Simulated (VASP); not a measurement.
# AlNi3 (R-3m) in VASP: further runs, part 2 of 2

VASP 6.6.1. Earlier steps stand in the parts before.

## 3. Single point, PBEsol (11.31 Å³/atom)

File INCAR:

```
SYSTEM = AlNi3
PREC = Accurate
ENCUT = 520
EDIFF = 1E-7
ISMEAR = 0
SIGMA = 0.15
LREAL = .FALSE.
LASPH = .TRUE.
NELM = 60
ALGO = Fast
ISIF = 2
LWAVE = .FALSE.
LCHARG = .FALSE.
GGA = PS
NBANDS = 24
```

File KPOINTS:

```
Automatic mesh
0
G
  14 14 14
  0 0 0
```

File POSCAR:

```
AlNi3
1.0
   -0.2021570218      2.7304883616      2.7304883616
    2.7304883616     -0.2021570218      2.7304883616
    2.7304883616      2.7304883616     -0.2021570218
Al Ni
1 3
Direct
    0.5000000000      0.5000000000      0.5000000000
    0.2500000000      0.2500000000      0.2500000000
    0.0000000000      0.0000000000      0.0000000000
    0.7500000000      0.7500000000      0.7500000000
```

Potentials or basis: VASP PAW PBE potentials, release 64 (Al, Ni).

Launch:

```sh
$ cat potpaw_PBE.64/Al/POTCAR potpaw_PBE.64/Ni/POTCAR > POTCAR
$ mpirun -np 1 vasp_std > vasp.out
```

OUTCAR:

```text
SYSTEM = AlNi3
   PREC = Accurate
   ENCUT = 520
   EDIFF = 1E-7
   ISMEAR = 0
   LREAL = .FALSE.
   LASPH = .TRUE.
   NELM = 60
   ISIF = 2
   GGA = PS

 ion  position               nearest neighbor table
   1  0.500  0.500  0.500-   2 2.28   4 2.28   2 2.51   2 2.51   2 2.51   4 2.51   4 2.51   4 2.51
                             3 2.84   3 2.84   3 2.84   3 2.84   3 2.84   3 2.84
   2  0.250  0.250  0.250-   1 2.28   3 2.28   3 2.51   3 2.51   3 2.51   1 2.51   1 2.51   1 2.51
                             4 2.84   4 2.84   4 2.84   4 2.84   4 2.84   4 2.84
   3  0.000  0.000  0.000-   2 2.28   4 2.28   4 2.51   4 2.51   4 2.51   2 2.51   2 2.51   2 2.51
                             1 2.84   1 2.84   1 2.84   1 2.84   1 2.84   1 2.84
   4  0.750  0.750  0.750-   1 2.28   3 2.28   1 2.51   1 2.51   1 2.51   3 2.51   3 2.51   3 2.51
                             2 2.84   2 2.84   2 2.84   2 2.84   2 2.84   2 2.84

  LATTYP: Found a trigonal (rhomboedric) cell.
 ALAT       =     3.8667817170
 COS(alpha) =     0.4247987923

  Lattice vectors:

 A1 = (  -0.2021570218,   2.7304883616,   2.7304883616)
 A2 = (   2.7304883616,  -0.2021570218,   2.7304883616)
 A3 = (   2.7304883616,   2.7304883616,  -0.2021570218)

Analysis of symmetry for initial positions (statically):
[... 184 lines left out ...]
 Fermi energy:         9.4326484682

 k-point     1 :       0.0000    0.0000    0.0000
  band No.  band energies     occupation
      1      -0.5824      2.00000
      2       5.9415      2.00000
      3       5.9415      2.00000
      4       5.9888      2.00000
      5       5.9888      2.00000
      6       6.1925      2.00000
[... 637 lines left out ...]
     23      17.1137      0.00000
     24      18.7651      0.00000

 [... further k-points ...]

------------------------ aborting loop because EDIFF is reached ----------------------------------------

  FORCE on cell =-STRESS in cart. coord.  units (eV):
  Direction    XX          YY          ZZ          XY          YZ          ZX
  --------------------------------------------------------------------------------------
  -------------------------------------------------------------------------------------
  Total       -0.7912997     -0.7912997     -0.7912997      3.4301713      3.4301713      3.4301713
  in kB      -28.0313637    -28.0313637    -28.0313637    121.5119549    121.5119549    121.5119549
  external PRESSURE =     -28.0313637 kB  Pullay stress =       0.0000000 kB

 VOLUME and BASIS-vectors are now :
 -----------------------------------------------------------------------------
  energy-cutoff  :      520.00
  volume of cell :       45.23
      direct lattice vectors                 reciprocal lattice vectors
    -0.202157022  2.730488362  2.730488362    -0.163940462  0.177048600  0.177048600
     2.730488362 -0.202157022  2.730488362     0.177048600 -0.163940462  0.177048600
     2.730488362  2.730488362 -0.202157022     0.177048600  0.177048600 -0.163940462

 POSITION                                       TOTAL-FORCE (eV/Angst)
 -----------------------------------------------------------------------------------
      2.62941      2.62941      2.62941        -0.000000      0.000000     -0.000000
      1.31470      1.31470      1.31470         0.086526      0.086526      0.086526
      0.00000      0.00000      0.00000        -0.000000      0.000000     -0.000000
      3.94411      3.94411      3.94411        -0.086526     -0.086526     -0.086526
 -----------------------------------------------------------------------------------
    total drift:                                0.000000     -0.000000      0.000000

  FREE ENERGIE OF THE ION-ELECTRON SYSTEM (eV)
  ---------------------------------------------------
  free  energy   TOTEN  =       -23.7082638336 eV

  energy  without entropy=      -23.6763567596  energy(sigma->0) =      -23.69231030
```

stdout:

```text
POSCAR found type information on POSCAR AlNi
 POSCAR found :  2 types and       4 ions
 scaLAPACK will be used
 -----------------------------------------------------------------------------
|                                                                             |
|                                                                             |
|     You enforced a specific xc type in the INCAR file but a different       |
|     I HOPE YOU KNOW WHAT YOU ARE DOING!                                     |
|                                                                             |
 -----------------------------------------------------------------------------

 LDA part: xc-table for (Slater+PW92), standard interpolation
 POSCAR, INCAR and KPOINTS ok, starting setup
 FFT: planning ... GRIDC
 FFT: planning ... GRID_SOFT
 FFT: planning ... GRID
 WAVECAR not read
 entering main loop
```

Run time: 8.1 min. Hardware: 1 thread of Intel Xeon Platinum 8375C at 2.90GHz (Ice Lake), shared host; peak memory 0.37 GiB.

Results:

| Item | Value |
| --- | --- |
| Free energy | -23.7083 eV |
| Pressure | -2.8 GPa |
| Largest force | 0.150 eV/Å |
| Band gap on the k mesh | zero (an odd number of electrons rules out a gap without spin polarisation) |

Forces on the atoms (eV/Å):
```
Al   0.000  0.000  0.000
Ni   0.087  0.087  0.087
Ni   0.000  0.000  0.000
Ni  -0.087 -0.087 -0.087
```

Levels at points of the mesh, in eV from the Fermi level:
| k point | band 12 | band 13 | band 14 | band 15 | band 16 | band 17 | band 18 | band 19 | band 20 | band 21 |
| --- | --- | --- | --- | --- | --- | --- | --- | --- | --- | --- |
| (0.00, 0.00, 0.00) | -0.77 | -0.57 | -0.57 | -0.43 | -0.43 | 4.91 | 4.91 | 5.41 | 5.54 | 5.54 |
| (0.50, 0.00, 0.00) | -1.60 | -0.69 | -0.57 | -0.46 | -0.41 | -0.14 | 4.34 | 4.37 | 4.78 | 4.78 |
| (0.50, 0.50, 0.00) | -1.05 | -0.74 | -0.58 | -0.57 | -0.45 | -0.37 | -0.21 | -0.05 | 3.65 | 5.07 |
| (0.50, 0.50, 0.50) | -1.67 | -0.79 | -0.79 | -0.38 | -0.38 | -0.13 | 3.68 | 3.68 | 4.17 | 4.17 |

Caveat: the PAW data sets were made with another functional, which shifts forces and pressure a little. Spin polarisation is off, so any magnetic state and its effect on volume and gap are missing.

## 4. Single point, PBEsol (11.31 Å³/atom)

File INCAR:

```
PREC     = Accurate       # precision mode
ENCUT    = 520            # plane-wave cutoff, eV
EDIFF    = 1E-6           # SCF threshold, eV
ISMEAR   = 0              # smearing method
SIGMA    = 0.15           # smearing width, eV
LREAL    = False          # projectors in reciprocal space
LASPH    = True           # aspherical terms in the spheres
NELM     = 60             # most SCF steps
ALGO     = Fast           # electronic algorithm
ISIF     = 2              # what is computed and relaxed
LWAVE    = False          # write WAVECAR
LCHARG   = False          # write CHGCAR
GGA      = PS             # functional
NBANDS   = 24             # bands
```

File KPOINTS:

```
Automatic mesh
0
Gamma
  14 14 14
```

File POSCAR:

```
AlNi3
1.0
   -0.3333255647      2.6714120978      2.6714120978
    2.6714120978     -0.3333255647      2.6714120978
    2.6714120978      2.6714120978     -0.3333255647
Al Ni
1 3
Direct
    0.5000000000      0.5000000000      0.5000000000
    0.2500000000      0.2500000000      0.2500000000
    0.0000000000      0.0000000000      0.0000000000
    0.7500000000      0.7500000000      0.7500000000
```

Launch:

```sh
$ cat potpaw_PBE.64/Al/POTCAR potpaw_PBE.64/Ni/POTCAR > POTCAR
$ mpirun -np 1 vasp_std > vasp.out
```

Wall time 5.3 min (1 thread of Intel Xeon Platinum 8375C at 2.90GHz (Ice Lake), shared host); peak memory 0.36 GiB.

It converged, with:

- Free energy: -22.9971 eV
- Pressure: 2.9 GPa
- Largest force: 0.283 eV/Å
- Band gap on the k mesh: zero (an odd number of electrons rules out a gap without spin polarisation)

Forces on the atoms (eV/Å):
```
Al   0.000  0.000  0.000
Ni   0.163  0.163  0.163
Ni   0.000  0.000  0.000
Ni  -0.163 -0.163 -0.163
```

Stress tensor (GPa, compression positive):
```
 2.92 22.77 22.77
22.77  2.92 22.77
22.77 22.77  2.92
```

Levels at points of the mesh, in eV from the Fermi level:
```csv
k point,band 14,band 15,band 16,band 17,band 18,band 19
"(0.00, 0.00, 0.00)",-0.64,-0.36,-0.36,4.66,4.66,5.02
"(0.50, 0.00, 0.00)",-0.66,-0.41,-0.35,-0.12,4.29,4.48
"(0.50, 0.50, 0.00)",-0.60,-0.51,-0.39,-0.14,-0.13,-0.01
"(0.50, 0.50, 0.50)",-0.91,-0.33,-0.33,-0.13,3.31,3.31
```

Caveat: the PAW data sets were made with another functional, which shifts forces and pressure a little. Spin polarisation is off, so any magnetic state and its effect on volume and gap are missing.

## 5. Single point, PBEsol (11.48 Å³/atom)

This run uses another cell than the first one, of 11.48 Å³/atom.

File INCAR:

```
ALGO = Fast
EDIFF = 1E-6
ENCUT = 520
GGA = PS
ISIF = 2
ISMEAR = 0
LASPH = True
LCHARG = False
LREAL = False
LWAVE = False
NBANDS = 24
NELM = 60
PREC = Accurate
SIGMA = 0.15
```

File KPOINTS:

```
k-points
0
Gamma
  14 14 14
```

File POSCAR:

```
AlNi3
1.0
   -0.2031946244      2.7445030212      2.7445030212
    2.7445030212     -0.2031946244      2.7445030212
    2.7445030212      2.7445030212     -0.2031946244
Al Ni
1 3
Direct
    0.5000000000      0.5000000000      0.5000000000
    0.2500000000      0.2500000000      0.2500000000
    0.0000000000      0.0000000000      0.0000000000
    0.7500000000      0.7500000000      0.7500000000
```

Launch:

```sh
$ cat potpaw_PBE.64/Al/POTCAR potpaw_PBE.64/Ni/POTCAR > POTCAR
$ mpirun -np 1 vasp_std > vasp.out
```

It took 3.3 min on 1 thread of AMD EPYC 9R45 (Zen 5), shared host; peak memory 0.35 GiB.

It converged, with:

```yaml
Free_energy: -23.6902 eV
Pressure: -5.5 GPa
Largest_force: 0.142 eV/Å
Band_gap_on_the_k_mesh: zero (an odd number of electrons rules out a gap without spin polarisation)
```

Forces in eV/Å, atoms in the order of the input:
```
Al   0.000  0.000  0.000
Ni   0.082  0.082  0.082
Ni   0.000  0.000  0.000
Ni  -0.082 -0.082 -0.082
```

Stress tensor (GPa, compression positive):
```
-5.46 11.55 11.55
11.55 -5.46 11.55
11.55 11.55 -5.46
```

Levels at points of the mesh, in eV from the Fermi level:
```tsv
k point	band 13	band 14	band 15	band 16	band 17	band 18	band 19	band 20
(0.00, 0.00, 0.00)	-0.56	-0.56	-0.42	-0.42	4.88	4.88	5.32	5.47
(0.50, 0.00, 0.00)	-0.68	-0.56	-0.45	-0.40	-0.14	4.29	4.34	4.71
(0.50, 0.50, 0.00)	-0.72	-0.57	-0.54	-0.45	-0.36	-0.21	-0.05	3.58
(0.50, 0.50, 0.50)	-0.78	-0.78	-0.37	-0.37	-0.13	3.65	3.65	4.11
```

Caveat: the cell stands under tension; the PAW data sets were made with another functional, which shifts forces and pressure a little. Spin polarisation is off, so any magnetic state and its effect on volume and gap are missing.

## 6. Summary

| cell | further INCAR settings | gap on the mesh (eV) | pressure (GPa) | largest force (eV/Å) |
| --- | --- | --- | --- | --- |
| a = 4.279 Å, angles 52.2°, 4 atoms | ALGO = Fast; EDIFF = 1e-07; NBANDS = 24 | none | 0.0 | 0.08 |
| a = 3.867 Å, angles 64.9°, 4 atoms | ALGO = Fast; EDIFF = 1e-07; NBANDS = 24 | none | -2.8 | 0.15 |
| a = 3.793 Å, angles 68.1°, 4 atoms | ALGO = Fast; EDIFF = 1e-06; NBANDS = 24 | none | 2.9 | 0.28 |
| a = 3.887 Å, angles 64.9°, 4 atoms | ALGO = Fast; EDIFF = 1e-06; NBANDS = 24 | none | -5.5 | 0.14 |

Alike in all rows: task single point; level PBEsol; potentials or basis VASP PAW PBE potentials, release 64 (Al, Ni); no spin polarisation; k mesh 14 × 14 × 14; cutoff (eV) 520; smearing gaussian 0.15 eV.

Caveats: the PAW data sets were made with another functional, which shifts forces and pressure a little; the cell stands under tension (at least some runs).

Total energies depend on the potentials used, so only differences within one code and one set of settings carry meaning.
